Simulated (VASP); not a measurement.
# Cd (R-3m) in VASP: further runs

The runs below take Cd through single point, with PBEsol.

Program: VASP 6.6.1. These are calculated values, not measurements. Logs are shortened: lines on timing, memory, paths and dates and some standing lists are left out, and cuts for length are marked.

**1. The cell of the first run**

The structure is trigonal, space group R-3m (No. 166). The conventional cell has a = 3.150 Å, b = 3.150 Å, c = 7.198 Å, α = 90.00°, β = 90.00°, γ = 120.00°. Within 4.0 Å of Cd (site symmetry -3m) lie 12 Cd at 3.01 to 3.15 Å.

**2. Single point, PBEsol**

Contents of INCAR:

```
SYSTEM = Cd
  ALGO = Normal
  EDIFF = 1E-6
  ENCUT = 520
  GGA = PS
  ISIF = 2
  ISMEAR = 1
  LASPH = .True.
  LCHARG = .False.
  LREAL = .False.
  LWAVE = .False.
  NBANDS = 12
  NELM = 100
  PREC = Accurate
  SIGMA = 0.2
```

Contents of KPOINTS:

```
k-points
0
Gamma
  11 11 11
  0 0 0
```

Contents of POSCAR:

```
Cd
1.0
    1.5752028708      0.9094438250      2.3992875215
   -1.5752028708      0.9094438250      2.3992875215
    0.0000000000     -1.8188876500      2.3992875215
Cd
1
Direct
    0.0000000000      0.0000000000      0.0000000000
```

Potentials or basis: VASP PAW PBE potentials, release 64 (Cd).

The run is started by

```
cat potpaw_PBE.64/Cd/POTCAR > POTCAR
mpirun -np 1 vasp_std > vasp.out
```

OUTCAR:

```text
SYSTEM = Cd
   EDIFF = 1E-6
   ENCUT = 520
   GGA = PS
   ISIF = 2
   ISMEAR = 1
   LASPH = .True.
   LREAL = .False.
   NELM = 100
   PREC = Accurate

 ion  position               nearest neighbor table
   1  0.000  0.000  0.000-

  LATTYP: Found a trigonal (rhomboedric) cell.
 ALAT       =     3.0108026993
 COS(alpha) =     0.4525576247

  Lattice vectors:

 A1 = (   1.5752028708,   0.9094438250,   2.3992875215)
 A2 = (  -1.5752028708,   0.9094438250,   2.3992875215)
 A3 = (   0.0000000000,  -1.8188876500,   2.3992875215)

Analysis of symmetry for initial positions (statically):
=====================================================================
 Subroutine PRICEL returns:
 Original cell was already a primitive cell.

 Routine SETGRP: Setting up the symmetry group for a
 trigonal (rhombohedral) supercell.

 Subroutine GETGRP returns: Found 12 space group operations
 (whereof 12 operations were pure point group operations)
 out of a pool of 12 trial point group operations.

The static configuration has the point symmetry D_3d.

Analysis of symmetry for dynamics (positions and initial velocities):
=====================================================================
 Subroutine PRICEL returns:
 Original cell was already a primitive cell.

 Routine SETGRP: Setting up the symmetry group for a
 trigonal (rhombohedral) supercell.

 Subroutine GETGRP returns: Found 12 space group operations
 (whereof 12 operations were pure point group operations)
 out of a pool of 12 trial point group operations.

The dynamic configuration has the point symmetry D_3d.

 Subroutine INISYM returns: Found 12 space group operations
 (whereof 12 operations are pure point group operations),
 and found     1 'primitive' translations

----------------------------------------------------------------------------------------

                                     Primitive cell

  volume of cell :      20.6227

  direct lattice vectors                    reciprocal lattice vectors
     1.575202871  0.909443825  2.399287521     0.317419432  0.183262190  0.138930133
    -1.575202871  0.909443825  2.399287521    -0.317419432  0.183262190  0.138930133
     0.000000000 -1.818887650  2.399287521     0.000000000 -0.366524379  0.138930133

  length of vectors
     3.010802678  3.010802678  3.010802699     0.391971565  0.391971565  0.391971558
[... 78 lines left out ...]
   NELM   =    100;   NELMIN=  2; NELMDL= -5     # of ELM steps
   EDIFF  = 0.1E-05   stopping-criterion for ELM
   LREAL  =      F    real-space projection
   EDIFFG = 0.1E-04   stopping-criterion for IOM
   NSW    =      0    number of steps for IOM
   IBRION =     -1    ionic relax: 0-MD 1-quasi-New 2-CG
   NFREE  =      0    steps in history (QN), initial steepest desc. (CG)
   ISIF   =      2    stress and relaxation
   ISYM   =      2    0-nonsym 1-usesym 2-fastsym
   POTIM  = 0.5000    time-step for ionic-motion
   TEBEG  =    0.0;   TEEND  =   0.0 temperature during run
   PSTRESS=    0.0 pullay stress
   NELECT =      12.0000    total number of electrons
   NUPDOWN=      -1.0000    fix difference up-down
   EMIN   =  10.00;   EMAX   =-10.00  energy-range for DOS
   EFERMI =   0.00;   METHOD = LEGACY
   ISMEAR =     1;   SIGMA  =   0.20  broadening in eV -4-tet -1-fermi 0-gaus
   EFERMI_NEDOS =   21; number of points for ismear=-14 and -15
   IALGO  =     38    algorithm
   IMIX   =      4    mixing-type and parameters
     AMIX     =   0.40;   BMIX     =  1.00
     AMIX_MAG =   1.60;   BMIX_MAG =  1.00
  volume/ion in A,a.u.               =      20.62       139.17
  Fermi-wavevector in a.u.,A,eV,Ry     =   1.366742  2.582768 25.415469  1.867984
  Thomas-Fermi vector in A             =   2.492856
   LORBIT       =      0    0 simple, 1 ext, 2 COOP (PROOUT), +10 PAW based schemes
   GGA     = PS    functional components
   LHFCALC =     F    Hartree Fock is set to
   AEXX    =    0.0000 exact exchange contribution
   IVDW    =     0    specifies the selected vdW correction
   LEPSILON=     F    determine dielectric tensor
   LRPA    =     F    only Hartree local field effects (RPA)
 non-spin polarized calculation
 Methfessel and Paxton  Order N= 1 SIGMA  =   0.20
  energy-cutoff  :      520.00
  volume of cell :       20.62
 maximum number of plane-waves:       570
   NGX = 11   NGY = 11   NGZ = 11

 number of electron      12.0000003 magnetization

 Free energy of the ion-electron system (eV)
  ---------------------------------------------------
  ext. energy  EPLUGINS =         0.00000000
  ---------------------------------------------------
  free energy    TOTEN  =        -1.18593181 eV

  energy without entropy =       -1.18624316  energy(sigma->0) =       -1.18603559

 E-fermi :   3.0382     XC(G=0): -11.4657

 val. band max:        2.9788991855   @ k =  -0.4545   0.4545   0.4545
 cond. band min:       3.0431821230   @ k =  -0.2727   0.4545   0.0909
 fundamental gap:      0.0642829375
 Fermi energy:         3.0382036031

 k-point     1 :       0.0000    0.0000    0.0000
  band No.  band energies     occupation
      1      -6.2661      2.00000
      2      -6.2661      2.00000
      3      -6.2157      2.00000
      4      -5.9653      2.00000
      5      -5.6177      2.00000
      6      -5.6177      2.00000
      7      16.8065      0.00000
      8      17.7756      0.00000
      9      17.7756      0.00000
     10      20.6689      0.00000
     11      21.4120      0.00000
     12      21.4120      0.00000
[... 331 lines left out ...]
 k-point    24 :      -0.1818    0.1818    0.0000
  band No.  band energies     occupation
      1      -6.3124      2.00000
      2      -6.2653      2.00000
      3      -5.7874      2.00000
      4      -5.7414      2.00000
      5      -5.6732      2.00000
      6      -3.5451      2.00000
      7      10.1940      0.00000
      8      10.3087      0.00000
      9      18.6097      0.00000
     10      18.7029      0.00000
     11      20.2114      0.00000
     12      23.1831      0.00000

 [... further k-points ...]
[... 5 lines left out ...]
  --------------------------------------------------------------------------------------
  -------------------------------------------------------------------------------------
  Total        0.1852449      0.1852450      0.2634259     -0.0000000      0.0000000      0.0000000
  in kB       14.3916647     14.3916655     20.4655340     -0.0000000      0.0000000      0.0000000
  external PRESSURE =      16.4162881 kB  Pullay stress =       0.0000000 kB

 VOLUME and BASIS-vectors are now :
 -----------------------------------------------------------------------------
  energy-cutoff  :      520.00
  volume of cell :       20.62
      direct lattice vectors                 reciprocal lattice vectors
     1.575202871  0.909443825  2.399287521     0.317419432  0.183262190  0.138930133
    -1.575202871  0.909443825  2.399287521    -0.317419432  0.183262190  0.138930133
     0.000000000 -1.818887650  2.399287521     0.000000000 -0.366524379  0.138930133

 POSITION                                       TOTAL-FORCE (eV/Angst)
 -----------------------------------------------------------------------------------
      0.00000      0.00000      0.00000        -0.000000      0.000000      0.000000
 -----------------------------------------------------------------------------------
    total drift:                               -0.000000     -0.000000     -0.000000

  FREE ENERGIE OF THE ION-ELECTRON SYSTEM (eV)
  ---------------------------------------------------
  free  energy   TOTEN  =        -1.1859318078 eV

  energy  without entropy=       -1.1862431578  energy(sigma->0) =       -1.18603559
```

Wall time 34 s (1 thread of Intel Xeon 6975P-C, shared host); peak memory 0.16 GiB.

What came out:

```yaml
Free_energy: -1.1859 eV
Pressure: 1.6 GPa
Band_gap_on_the_k_mesh: zero (band 6 reaches 4.45 eV, above the bottom of band 7 at 1.76 eV)
```

Levels at points of the mesh, in eV from the Fermi level:
```
           k point  band 3  band 4  band 5  band 6  band 7  band 8  band 9  band 10
(0.00, 0.00, 0.00)   -9.25   -9.00   -8.66   -8.66   13.77   14.74   14.74    17.63
```

Caveat: the PAW data sets were made with another functional, which shifts forces and pressure a little.

**3. Single point, PBEsol**

This run uses another cell than the first one, of 21.06 Å³/atom, 1.021 times its volume.

Contents of INCAR:

```
ALGO = Normal ; EDIFF = 1E-6
ENCUT = 520 ; GGA = PS
ISIF = 2 ; ISMEAR = 1
LASPH = True ; LCHARG = False
LREAL = False ; LWAVE = False
NBANDS = 12 ; NELM = 80
PREC = Accurate ; SIGMA = 0.2
```

Contents of KPOINTS:

```
k-points
0
Gamma
  11 11 11
```

Contents of POSCAR:

```
Cd
1.0
    1.5862962143      0.9158485700      2.4161844692
   -1.5862962143      0.9158485700      2.4161844692
    0.0000000000     -1.8316971400      2.4161844692
Cd
1
Direct
    0.0000000000      0.0000000000      0.0000000000
```

Potentials or basis: VASP PAW PBE potentials, release 64 (Cd).

The run is started by

```
cat potpaw_PBE.64/Cd/POTCAR > POTCAR
mpirun -np 1 vasp_std > vasp.out
```

OUTCAR:

```text
EDIFF = 1E-6
   ENCUT = 520
   GGA = PS
   ISIF = 2
   ISMEAR = 1
   LASPH = True
   LREAL = False
   NELM = 80
   PREC = Accurate

 ion  position               nearest neighbor table
   1  0.000  0.000  0.000-

  LATTYP: Found a trigonal (rhomboedric) cell.
 ALAT       =     3.0320062338
 COS(alpha) =     0.4525576246

  Lattice vectors:

 A1 = (   1.5862962143,   0.9158485700,   2.4161844692)
 A2 = (  -1.5862962143,   0.9158485700,   2.4161844692)
 A3 = (   0.0000000000,  -1.8316971400,   2.4161844692)

Analysis of symmetry for initial positions (statically):
[... 529 lines left out ...]
      5      -5.7811      2.00000
      6      -3.6106      2.00000
      7       9.9215      0.00000
      8      10.0485      0.00000
      9      18.2890      0.00000
     10      18.3020      0.00000
     11      19.8849      0.00000
     12      22.7640      0.00000

 [... further k-points ...]
[... 5 lines left out ...]
  --------------------------------------------------------------------------------------
  -------------------------------------------------------------------------------------
  Total        0.0155601      0.0155601      0.0805642      0.0000000      0.0000000      0.0000000
  in kB        1.1836784      1.1836785      6.1286290      0.0000000      0.0000000      0.0000000
  external PRESSURE =       2.8319953 kB  Pullay stress =       0.0000000 kB

 VOLUME and BASIS-vectors are now :
 -----------------------------------------------------------------------------
  energy-cutoff  :      520.00
  volume of cell :       21.06
      direct lattice vectors                 reciprocal lattice vectors
     1.586296214  0.915848570  2.416184469     0.315199643  0.181980594  0.137958561
    -1.586296214  0.915848570  2.416184469    -0.315199643  0.181980594  0.137958561
     0.000000000 -1.831697140  2.416184469     0.000000000 -0.363961188  0.137958561

 POSITION                                       TOTAL-FORCE (eV/Angst)
 -----------------------------------------------------------------------------------
      0.00000      0.00000      0.00000         0.000000      0.000000      0.000000
 -----------------------------------------------------------------------------------
    total drift:                                0.000000     -0.000000      0.000000

  FREE ENERGIE OF THE ION-ELECTRON SYSTEM (eV)
  ---------------------------------------------------
  free  energy   TOTEN  =        -1.1885562700 eV

  energy  without entropy=       -1.1892214794  energy(sigma->0) =       -1.18877801
```

OSZICAR:

```text
N       E                     dE             d eps       ncg     rms          rms(c)
DAV:   1     0.702066633116E+02    0.70207E+02   -0.70319E+03  3760   0.100E+03
DAV:   2     0.107993075349E-01   -0.70196E+02   -0.66394E+02  3828   0.237E+02
DAV:   3    -0.127298509317E+01   -0.12838E+01   -0.12832E+01  4204   0.362E+01
DAV:   4    -0.127458412763E+01   -0.15990E-02   -0.15990E-02  3932   0.127E+00
DAV:   5    -0.127458772078E+01   -0.35931E-05   -0.35929E-05  4200   0.605E-02    0.331E+00
DAV:   6    -0.119508331821E+01    0.79504E-01   -0.20791E-01  4136   0.593E+00    0.263E+00
DAV:   7    -0.118938928142E+01    0.56940E-02   -0.14079E-02  4164   0.126E+00    0.140E+00
DAV:   8    -0.118853985130E+01    0.84943E-03   -0.15135E-03  3716   0.537E-01    0.634E-02
DAV:   9    -0.118855061290E+01   -0.10762E-04   -0.50223E-06  4256   0.176E-02    0.167E-02
DAV:  10    -0.118855629311E+01   -0.56802E-05   -0.36930E-06  3760   0.231E-02    0.212E-03
DAV:  11    -0.118855626995E+01    0.23161E-07   -0.42351E-08  1968   0.248E-03
   1 F= -.11885563E+01 E0= -.11887780E+01  d E =0.665209E-03
```

stdout:

```text
POSCAR found type information on POSCAR Cd
 POSCAR found :  1 types and       1 ions
 scaLAPACK will be used
 -----------------------------------------------------------------------------
|                                                                             |
|                                                                             |
|     You enforced a specific xc type in the INCAR file but a different       |
|     I HOPE YOU KNOW WHAT YOU ARE DOING!                                     |
|                                                                             |
 -----------------------------------------------------------------------------

 LDA part: xc-table for (Slater+PW92), standard interpolation
 POSCAR, INCAR and KPOINTS ok, starting setup
 FFT: planning ... GRIDC
 FFT: planning ... GRID_SOFT
 FFT: planning ... GRID
 WAVECAR not read
 entering main loop
```

Run time: 42 s. Hardware: 1 thread of Intel Xeon 6975P-C, shared host; peak memory 0.16 GiB.

What came out:

| Property | Result |
| --- | --- |
| Free energy | -1.1886 eV |
| Pressure | 0.3 GPa |
| Band gap on the k mesh | zero (band 6 reaches 4.25 eV, above the bottom of band 7 at 1.57 eV) |

Stress tensor (GPa, compression positive):
```
0.12 0.00 0.00
0.00 0.12 0.00
0.00 0.00 0.61
```

Caveat: the PAW data sets were made with another functional, which shifts forces and pressure a little.

**4. Single point, PBEsol**

This run uses another cell than the first one, of 21.50 Å³/atom, 1.043 times its volume.

Contents of INCAR:

```
SYSTEM = Cd
ALGO = Normal ; EDIFF = 1E-6
ENCUT = 520 ; GGA = PS
ISIF = 2 ; ISMEAR = 1
LASPH = .True. ; LCHARG = .False.
LREAL = .False. ; LWAVE = .False.
NBANDS = 12 ; NELM = 100
PREC = Accurate ; SIGMA = 0.2
```

Contents of KPOINTS:

```
k-points
0
Gamma
  11 11 11
  0 0 0
```

Contents of POSCAR:

```
Cd
1.0
    1.5972365339      0.9221649666      2.4328483369
   -1.5972365339      0.9221649666      2.4328483369
    0.0000000000     -1.8443299332      2.4328483369
Cd
1
Direct
    0.0000000000      0.0000000000      0.0000000000
```

The run is started by

```
cat potpaw_PBE.64/Cd/POTCAR > POTCAR
mpirun -np 1 vasp_std > vasp.out
```

It took 40 s on 1 thread of Intel Xeon 6975P-C, shared host; peak memory 0.16 GiB.

Results (log left out):

```yaml
Free_energy: -1.1877 eV
Pressure: -0.9 GPa
Band_gap_on_the_k_mesh: zero (band 6 reaches 4.07 eV, above the bottom of band 7 at 1.39 eV)
```

Stress tensor (GPa, compression positive):
```
-1.02  0.00  0.00
 0.00 -1.02  0.00
 0.00  0.00 -0.67
```

Levels at points of the mesh, in eV from the Fermi level:
```csv
k point,band 2,band 3,band 4,band 5,band 6,band 7,band 8,band 9,band 10,band 11
"(0.00, 0.00, 0.00)",-9.16,-8.98,-8.81,-8.56,-8.56,13.62,14.36,14.36,17.22,17.91
```

Caveat: the PAW data sets were made with another functional, which shifts forces and pressure a little.

**5. Summary**

```csv
cell,gap on the mesh (eV),pressure (GPa)
"a = 3.011 Å, angles 63.1°, 1 atom",none,1.6
"a = 3.032 Å, angles 63.1°, 1 atom",none,0.3
"a = 3.053 Å, angles 63.1°, 1 atom",none,-0.9
```

Alike in all rows: task single point; level PBEsol; potentials or basis VASP PAW PBE potentials, release 64 (Cd); no spin polarisation; k mesh 11 × 11 × 11; cutoff (eV) 520; smearing methfessel-paxton 0.2 eV.

Caveats: the PAW data sets were made with another functional, which shifts forces and pressure a little.

Total energies depend on the potentials used, so only differences within one code and one set of settings carry meaning.
